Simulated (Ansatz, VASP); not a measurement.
# One calculation of KCl, two programs

```
K Cl
1.0
     3.83920    0.00000    0.00000
     0.00000    3.83920    0.00000
     0.00000    0.00000    3.83920
K Cl
1 1
Direct
  0.00000 0.00000 0.00000
  0.48158 0.48158 0.44791
```

Alike in both runs: task single point; functional PBEsol; k mesh 6 × 6 × 6; occupations gaussian, width 0.05 eV; no spin polarisation.

|  | VASP | Ansatz |
| --- | --- | --- |
| version | VASP 6.6.1 | Ansatz 0.2.0 |
| potentials or method | VASP PAW PBE potentials, release 64 (K_sv, Cl), cutoff 520 eV | scalar-relativistic, plane waves, PAW |
| valence electrons in the cell | 16 | 16 |

|  | VASP | Ansatz | Ansatz less VASP |
| --- | --- | --- | --- |
| gap on the k mesh at the Fermi level (eV) | 4.64 | 4.64 | +0.003 |
| least direct gap on the mesh (eV) | 4.84 | 4.84 | +0.003 |
| pressure (GPa) | -1.1 | -1.2 | -0.02 |
| traceless stress, the component that is largest in VASP (GPa) | 0.16 | 0.16 | -0.003 |
| rms of the force components (eV/Å) | 0.073 | 0.070 | -0.0026 |

VASP's potentials were made for PBE, not for PBEsol. Atom by atom the forces differ by 0.003 eV/Å (rms over components). With one functional, cell and mesh, what is left measures potentials, basis and numerics.
